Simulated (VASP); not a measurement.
# Ni (P6_3/mmc) in VASP: a series of runs, part 3 of 3

VASP 6.6.1.

## Step 4: Single point, PBEsol, collinear spin, ferromagnetic start

This run uses another cell than the first one, of 10.78 Å³/atom, 1.037 times its volume.

The input, INCAR:

```
SYSTEM = Ni
ALGO = Normal
EDIFF = 1E-6
ENCUT = 520
GGA = PS
ISIF = 2
ISMEAR = 0
ISPIN = 2
LASPH = .TRUE.
LCHARG = .TRUE.
LELF = .TRUE.
LMAXMIX = 4
LORBIT = 11
LREAL = .FALSE.
LVHAR = .TRUE.
LWAVE = .FALSE.
MAGMOM = 2 2 2 2
NBANDS = 32
NELM = 150
PREC = Accurate
SIGMA = 0.1
```

The input, KPOINTS:

```
k-points
0
G
  6 6 4
  0 0 0
```

The input, POSCAR:

```
Ni
1.0
    3.1134122001      0.0000000000      0.0000000000
   -1.5567061001      2.6962940578      0.0000000000
    0.0000000000      0.0000000000      5.1371301302
Ni
4
Direct
    0.3333333333      0.6666666667      0.4375000000
    0.6666666667      0.3333333333      0.9375000000
    0.6666666667      0.3333333333      0.5625000000
    0.3333333333      0.6666666667      0.0625000000
```

Potentials or basis: VASP PAW PBE potentials, release 64 (Ni).

Started as:

```console
$ cat potpaw_PBE.64/Ni/POTCAR > POTCAR
$ mpirun -np 1 vasp_std > vasp.out
```

OUTCAR:

```text
SYSTEM = Ni
   EDIFF = 1E-6
   ENCUT = 520
   GGA = PS
   ISIF = 2
   ISMEAR = 0
   ISPIN = 2
   LASPH = .TRUE.
   LORBIT = 11
   LREAL = .FALSE.
   NELM = 150
   PREC = Accurate

 ion  position               nearest neighbor table
   1  0.333  0.667  0.438-   3 1.91   3 1.91   3 1.91   4 1.93
   2  0.667  0.333  0.938-   4 1.91   4 1.91   4 1.91   3 1.93
   3  0.667  0.333  0.562-   1 1.91   1 1.91   1 1.91   2 1.93
   4  0.333  0.667  0.062-   2 1.91   2 1.91   2 1.91   1 1.93

  LATTYP: Found a hexagonal cell.
 ALAT       =     3.1134122001
 C/A-ratio  =     1.6500000000

  Lattice vectors:

 A1 = (   3.1134122001,   0.0000000000,   0.0000000000)
 A2 = (  -1.5567061001,   2.6962940578,   0.0000000000)
 A3 = (   0.0000000000,   0.0000000000,   5.1371301302)

Analysis of symmetry for initial positions (statically):
=====================================================================
 Subroutine PRICEL returns:
 Original cell was already a primitive cell.

 Routine SETGRP: Setting up the symmetry group for a
 hexagonal supercell.

 Subroutine GETGRP returns: Found 24 space group operations
 (whereof 12 operations were pure point group operations)
 out of a pool of 24 trial point group operations.

The static configuration has the point symmetry D_3d.
 The point group associated with its full space group is D_6h.

Analysis of symmetry for dynamics (positions and initial velocities):
=====================================================================
 Subroutine PRICEL returns:
 Original cell was already a primitive cell.

 Routine SETGRP: Setting up the symmetry group for a
 hexagonal supercell.

 Subroutine GETGRP returns: Found 24 space group operations
 (whereof 12 operations were pure point group operations)
 out of a pool of 24 trial point group operations.

The dynamic configuration has the point symmetry D_3d.
 The point group associated with its full space group is D_6h.

Analysis of structural, dynamic, and magnetic symmetry:
=====================================================================
 Subroutine PRICEL returns:
 Original cell was already a primitive cell.

 Routine SETGRP: Setting up the symmetry group for a
 hexagonal supercell.

 Subroutine GETGRP returns: Found 24 space group operations
 (whereof 12 operations were pure point group operations)
 out of a pool of 24 trial point group operations.

The overall configuration has the point symmetry D_3d.
 The point group associated with its full space group is D_6h.

 Subroutine INISYM returns: Found 24 space group operations
 (whereof 12 operations are pure point group operations),
 and found     1 'primitive' translations

----------------------------------------------------------------------------------------

                                     Primitive cell

  volume of cell :      43.1245

  direct lattice vectors                    reciprocal lattice vectors
     3.113412200  0.000000000  0.000000000     0.321191007  0.185439714  0.000000000
    -1.556706100  2.696294058  0.000000000     0.000000000  0.370879429  0.000000000
     0.000000000  0.000000000  5.137130130     0.000000000  0.000000000  0.194661216

[... 80 lines left out ...]
   LASPH  =      T    aspherical Exc in radial PAW
   ENCUT  =  520.0 eV  38.22 Ry    6.18 a.u.   5.79  5.79  9.55*2*pi/ulx,y,z
   NELM   =    150;   NELMIN=  2; NELMDL= -5     # of ELM steps
   EDIFF  = 0.1E-05   stopping-criterion for ELM
   LREAL  =      F    real-space projection
   EDIFFG = 0.1E-04   stopping-criterion for IOM
   NSW    =      0    number of steps for IOM
   IBRION =     -1    ionic relax: 0-MD 1-quasi-New 2-CG
   NFREE  =      0    steps in history (QN), initial steepest desc. (CG)
   ISIF   =      2    stress and relaxation
   ISYM   =      2    0-nonsym 1-usesym 2-fastsym
   POTIM  = 0.5000    time-step for ionic-motion
   TEBEG  =    0.0;   TEEND  =   0.0 temperature during run
   PSTRESS=    0.0 pullay stress
   NELECT =      40.0000    total number of electrons
   NUPDOWN=      -1.0000    fix difference up-down
   EMIN   =  10.00;   EMAX   =-10.00  energy-range for DOS
   EFERMI =   0.00;   METHOD = LEGACY
   ISMEAR =     0;   SIGMA  =   0.10  broadening in eV -4-tet -1-fermi 0-gaus
   EFERMI_NEDOS =   21; number of points for ismear=-14 and -15
   IALGO  =     38    algorithm
   IMIX   =      4    mixing-type and parameters
     AMIX     =   0.40;   BMIX     =  1.00
     AMIX_MAG =   1.60;   BMIX_MAG =  1.00
  volume/ion in A,a.u.               =      10.78        72.75
  Fermi-wavevector in a.u.,A,eV,Ry     =   1.596565  3.017071 34.681532  2.549021
  Thomas-Fermi vector in A             =   2.694308
   LORBIT       =     11    0 simple, 1 ext, 2 COOP (PROOUT), +10 PAW based schemes
   GGA     = PS    functional components
   LHFCALC =     F    Hartree Fock is set to
   AEXX    =    0.0000 exact exchange contribution
   IVDW    =     0    specifies the selected vdW correction
   LEPSILON=     F    determine dielectric tensor
   LRPA    =     F    only Hartree local field effects (RPA)
 spin polarized calculation
 Gauss-broadening in eV      SIGMA  =   0.10
  energy-cutoff  :      520.00
  volume of cell :       43.12
 maximum number of plane-waves:      1184
 NGX is ok and might be reduce to    24
   NGX = 11   NGY = 11   NGZ = 19

 number of electron      40.0000056 magnetization       3.0207011

 Free energy of the ion-electron system (eV)
  ---------------------------------------------------
  ext. energy  EPLUGINS =         0.00000000
  ---------------------------------------------------
  free energy    TOTEN  =       -15.14390343 eV

  energy without entropy =      -15.12649780  energy(sigma->0) =      -15.13520062

 E-fermi :   9.8198     XC(G=0): -13.1917

 val. band max:        9.8150030648   @ k =   0.1667   0.1667   0.2500
 cond. band min:       9.8293607881   @ k =   0.3333   0.3333   0.0000
 fundamental gap:      0.0143577233
 Fermi energy:         9.8197607727

 spin component 1

 k-point     1 :       0.0000    0.0000    0.0000
  band No.  band energies     occupation
      1       0.5778      1.00000
      2       4.2753      1.00000
      3       4.2753      1.00000
      4       4.5524      1.00000
      5       4.6109      1.00000
      6       4.6455      1.00000
[... 724 lines left out ...]
     31      26.1650      0.00000
     32      26.1650      0.00000
 Fermi energy:         9.8197607727

 spin component 2

 k-point     1 :       0.0000    0.0000    0.0000
  band No.  band energies     occupation
      1       0.6436      1.00000
      2       4.8443      1.00000
      3       4.9409      1.00000
      4       4.9409      1.00000
      5       5.1423      1.00000
      6       5.3404      1.00000
[... 724 lines left out ...]
     31      26.4321      0.00000
     32      26.4321      0.00000

------------------------ aborting loop because EDIFF is reached ----------------------------------------

  FORCE on cell =-STRESS in cart. coord.  units (eV):
  Direction    XX          YY          ZZ          XY          YZ          ZX
  --------------------------------------------------------------------------------------
  -------------------------------------------------------------------------------------
  Total       25.5022535     25.5022535     23.9819608     -0.0000000      0.0000000      0.0000000
  in kB      947.4683173    947.4683174    890.9858916     -0.0000000      0.0000000      0.0000000
  external PRESSURE =     928.6408421 kB  Pullay stress =       0.0000000 kB

 VOLUME and BASIS-vectors are now :
 -----------------------------------------------------------------------------
  energy-cutoff  :      520.00
  volume of cell :       43.12
      direct lattice vectors                 reciprocal lattice vectors
     3.113412200  0.000000000  0.000000000     0.321191007  0.185439714  0.000000000
    -1.556706100  2.696294058  0.000000000     0.000000000  0.370879429  0.000000000
     0.000000000  0.000000000  5.137130130     0.000000000  0.000000000  0.194661216

 POSITION                                       TOTAL-FORCE (eV/Angst)
 -----------------------------------------------------------------------------------
     -0.00000      1.79753      2.24749        -0.000000     -0.000000     -0.185162
      1.55671      0.89876      4.81606         0.000000     -0.000000     -0.185162
      1.55671      0.89876      2.88964         0.000000      0.000000      0.185162
     -0.00000      1.79753      0.32107        -0.000000      0.000000      0.185162
 -----------------------------------------------------------------------------------
    total drift:                                0.000000      0.000000     -0.000000

  FREE ENERGIE OF THE ION-ELECTRON SYSTEM (eV)
  ---------------------------------------------------
  free  energy   TOTEN  =       -15.1439034263 eV

  energy  without entropy=      -15.1264978037  energy(sigma->0) =      -15.13520062

 total charge

# of ion       s       p       d       tot
------------------------------------------
    1        0.710   0.674   8.616   9.999
    2        0.710   0.674   8.616   9.999
    3        0.710   0.674   8.616   9.999
    4        0.710   0.674   8.616   9.999
--------------------------------------------------
tot          2.838   2.695  34.464  39.997

 magnetization (x)

# of ion       s       p       d       tot
------------------------------------------
    1       -0.011  -0.006   0.743   0.726
    2       -0.011  -0.006   0.743   0.726
    3       -0.011  -0.006   0.743   0.726
    4       -0.011  -0.006   0.743   0.726
--------------------------------------------------
tot         -0.042  -0.025   2.971   2.904
```

stdout:

```text
POSCAR found type information on POSCAR Ni
 POSCAR found :  1 types and       4 ions
 scaLAPACK will be used
 -----------------------------------------------------------------------------
|                                                                             |
|                                                                             |
|     You enforced a specific xc type in the INCAR file but a different       |
|     I HOPE YOU KNOW WHAT YOU ARE DOING!                                     |
|                                                                             |
 -----------------------------------------------------------------------------

 LDA part: xc-table for (Slater+PW92), standard interpolation
 POSCAR, INCAR and KPOINTS ok, starting setup
 FFT: planning ... GRIDC
 FFT: planning ... GRID_SOFT
 FFT: planning ... GRID
 WAVECAR not read
 entering main loop
```

Wall time 32 s (1 thread of AMD EPYC 9R45 (Zen 5), shared host); peak memory 0.16 GiB.

What came out:

* Free energy: -15.1439 eV
* Pressure: 92.9 GPa
* Largest force: 0.185 eV/Å
* Net moment: 3.02 μB per cell
* Site moments: Ni +0.73 μB
* Valence electrons inside the program's atomic spheres: Ni 10.00

Forces on the atoms (eV/Å):
```
Ni   0.000  0.000 -0.185
Ni   0.000  0.000 -0.185
Ni   0.000  0.000  0.185
Ni   0.000  0.000  0.185
```

Levels at points of the mesh, in eV from the Fermi level:
Spin up:
| k point | band 19 | band 20 | band 21 | band 22 | band 23 | band 24 | band 25 | band 26 |
| --- | --- | --- | --- | --- | --- | --- | --- | --- |
| (0.00, 0.00, 0.00) | -0.79 | -0.79 | -0.50 | -0.50 | 1.30 | 11.57 | 11.57 | 14.03 |
| (0.50, 0.00, 0.00) | -0.48 | -0.43 | -0.24 | 0.25 | 2.90 | 3.04 | 4.65 | 5.45 |
| (0.00, 0.00, 0.50) | -0.67 | -0.67 | -0.67 | -0.67 | 6.71 | 6.71 | 13.48 | 13.48 |
| (0.50, 0.00, 0.50) | -0.82 | -0.82 | -0.18 | -0.18 | 1.43 | 1.43 | 7.93 | 7.93 |
Spin down:
```tsv
k point	band 14	band 15	band 16	band 17	band 18	band 19	band 20	band 21	band 22	band 23
(0.00, 0.00, 0.00)	-1.85	-1.85	-1.60	-1.03	-1.03	0.08	0.08	0.41	0.41	1.97
(0.50, 0.00, 0.00)	-2.07	-1.88	-1.02	-0.91	-0.30	0.35	0.45	0.64	0.94	3.14
(0.00, 0.00, 0.50)	-2.58	-1.33	-1.33	-1.33	-1.33	0.23	0.23	0.23	0.23	7.05
(0.50, 0.00, 0.50)	-2.61	-1.22	-1.22	-0.17	-0.17	0.03	0.03	0.40	0.40	2.05
```

Caveat: the k points lie up to 0.39 Å⁻¹ apart; the PAW data sets were made with another functional, which shifts forces and pressure a little.

## Step 5: Single point, PBEsol, collinear spin, ferromagnetic start

This run uses another cell than the first one, of 10.78 Å³/atom, 1.037 times its volume.

The input, INCAR:

```
ALGO = Normal
EDIFF = 1E-6
ENCUT = 590
GGA = PS
GGA_COMPAT = F
ISIF = 2
ISMEAR = 0
ISPIN = 2
LASPH = T
LCHARG = T
LELF = T
LMAXMIX = 4
LORBIT = 11
LREAL = F
LVHAR = T
LWAVE = F
MAGMOM = 2 2 2 2
NBANDS = 48
NELM = 200
PREC = Accurate
SIGMA = 0.1
```

The input, KPOINTS:

```
k-points
0
Gamma
  6 6 4
```

POSCAR is that of step 4.

Potentials or basis: VASP PAW PBE potentials, release 64 (Ni_sv_GW).

Started as:

```console
$ cat potpaw_PBE.64/Ni_sv_GW/POTCAR > POTCAR
$ mpirun -np 1 vasp_std > vasp.out
```

Run time: 1.7 min. Hardware: 1 thread of AMD EPYC 9R45 (Zen 5), shared host; peak memory 0.22 GiB.

Results (log left out):

- Free energy: -18.5620 eV
- Pressure: 95.3 GPa
- Largest force: 0.236 eV/Å
- Net moment: 3.04 μB per cell
- Site moments: Ni +0.77 μB
- Valence electrons inside the program's atomic spheres: Ni 16.81

Forces on the atoms (eV/Å):
```
Ni   0.000  0.000 -0.236
Ni   0.000  0.000 -0.236
Ni   0.000  0.000  0.236
Ni   0.000  0.000  0.236
```

Stress tensor (GPa, compression positive):
```
97.40  0.00  0.00
 0.00 97.40  0.00
 0.00  0.00 91.02
```

Levels at points of the mesh, in eV from the Fermi level:
Spin up:
```
           k point  band 35  band 36  band 37  band 38  band 39  band 40  band 41  band 42
(0.00, 0.00, 0.00)    -0.79    -0.79    -0.51    -0.51     1.27    11.52    11.52    13.94
(0.50, 0.00, 0.00)    -0.49    -0.42    -0.24     0.23     2.86     3.00     4.60     5.41
(0.00, 0.00, 0.50)    -0.68    -0.68    -0.68    -0.68     6.67     6.67    13.43    13.43
(0.50, 0.00, 0.50)    -0.82    -0.82    -0.21    -0.21     1.40     1.40     7.89     7.89
```
Spin down:
| k point | band 32 | band 33 | band 34 | band 35 | band 36 | band 37 |
| --- | --- | --- | --- | --- | --- | --- |
| (0.00, 0.00, 0.00) | -1.59 | -1.05 | -1.05 | 0.10 | 0.10 | 0.41 |
| (0.50, 0.00, 0.00) | -1.03 | -0.93 | -0.29 | 0.36 | 0.48 | 0.66 |
| (0.00, 0.00, 0.50) | -1.33 | -1.33 | -1.33 | 0.23 | 0.23 | 0.23 |
| (0.50, 0.00, 0.50) | -1.24 | -0.16 | -0.16 | 0.05 | 0.05 | 0.39 |

Caveat: the k points lie up to 0.39 Å⁻¹ apart; the PAW data sets were made with another functional, which shifts forces and pressure a little.

## Step 6: Overview

```csv
task,potentials or basis,spin,cell,k mesh,cutoff (eV),second run,gap on the mesh (eV),pressure (GPa),moment (μB),largest force (eV/Å)
single point,"VASP PAW PBE potentials, release 64 (Ni)","collinear, ferromagnetic start","a = 2.442, b = 2.442, c = 8.057 Å, angles 90.0, 90.0, 120.0°, 4 atoms",9 × 9 × 2,520,-,none,-0.4,2.34,-
relaxation of cell and atoms,"VASP PAW PBE potentials, release 64 (Ni)",off,"relaxed from a = 3.793, b = 3.793, c = 4.260 Å, angles 90.0, 90.0, 120.0°, 4 atoms",15 × 15 × 12,600,-,none,0.0,-,-
single point,"VASP PAW PBE potentials, release 64 (Ni)","collinear, ferromagnetic start","a = 3.113, b = 3.113, c = 5.137 Å, angles 90.0, 90.0, 120.0°, 4 atoms",6 × 6 × 4,520,-,none,92.9,3.02,0.19
single point,"VASP PAW PBE potentials, release 64 (Ni_sv_GW)","collinear, ferromagnetic start","a = 3.113, b = 3.113, c = 5.137 Å, angles 90.0, 90.0, 120.0°, 4 atoms",6 × 6 × 4,590,valence_matched,none,95.3,3.04,0.24
```

Alike in all rows: level PBEsol; smearing gaussian 0.1 eV.

Caveats: some runs use coarse meshes; the PAW data sets were made with another functional, which shifts forces and pressure a little.

Total energies depend on the potentials used, so only differences within one code and one set of settings carry meaning.
